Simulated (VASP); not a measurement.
## Ta: relaxation of cell and atoms with RPBE+D4

Crystal: Ta.

```
Ta
1.0
     2.90037    0.00000    0.00000
    -1.45019    2.51180    0.00000
     0.00000    0.00000    5.16627
Ta
2
Direct
  0.33333 0.66667 0.25000
  0.66667 0.33333 0.75000
```

| Item | Value |
| --- | --- |
| Program | VASP 6.6.1 |
| Task | relaxation of cell and atoms |
| Functional | RPBE |
| Dispersion | D4 |
| Potentials or basis | VASP PAW PBE potentials, release 64 (Ta_pv) |
| Cutoff | 600 eV |
| k mesh | 11 × 11 × 5 |
| Occupations | fermi-dirac, width 0.05 eV |
| Spin | no spin polarisation |
| Dipole correction | no |
| Further INCAR settings | ALGO = Fast; EDIFF = 1e-07; IBRION = 2; EDIFFG = -0.01; NSW = 60; ISIF = 3 |

```
Relaxed volume                         : 18.64 Å³/atom
Relaxed cell                           : a = 2.889 Å, b = 2.889 Å, c = 5.155 Å, α = 90.00°, β = 90.00°, γ = 120.00°
Space group after relaxing (to 0.05 Å) : P6_3/mmc (No. 194)
Energy gained by relaxing              : 1.2 meV/atom
Ionic steps                            : 5
Pressure after relaxing                : -0.1 GPa
Band gap on the k mesh                 : zero (band 11 reaches 6.66 eV, above the bottom of band 12 at 5.20 eV)
Dispersion energy per atom             : -0.502 eV
```

Step by step:
| step | energy change (eV) | largest force (eV/Å) | pressure (GPa) | volume (Å³) |
| --- | --- | --- | --- | --- |
| 1 | 0.0000 | 0.0000 | -1.91 | 37.64 |
| 2 | 0.0092 | 0.0000 | 4.52 | 36.43 |
| 3 | -0.0024 | 0.0000 | -0.05 | 37.26 |
| 4 | -0.0024 | 0.0000 | 0.05 | 37.25 |
| 5 | -0.0024 | 0.0000 | -0.08 | 37.27 |

Final structure:
```
CELL_PARAMETERS angstrom
2.88946 0.00000 0.00000
-1.44473 2.50234 0.00000
0.00000 0.00000 5.15526
ATOMIC_POSITIONS crystal
Ta 0.33333 0.66667 0.25000
Ta 0.66667 0.33333 0.75000
```

Levels at points of the mesh, in eV from the Fermi level:
```csv
k point,band 7,band 8,band 9,band 10,band 11,band 12,band 13,band 14,band 15
"(0.00, 0.00, 0.00)",-8.24,-4.96,-0.60,-0.18,0.60,0.60,1.16,1.16,3.01
```

It took 44 s on 1 thread of Intel(R) Xeon(R) 6975P-C (Granite Rapids), with other jobs on the host, peak memory 0.18 GiB.

Caveat: the PAW data sets were made with another functional, which shifts forces and pressure a little; spin-orbit coupling is left out, which moves the levels of the heavy elements; pairwise dispersion overbinds metals, which lowers pressure and volume.
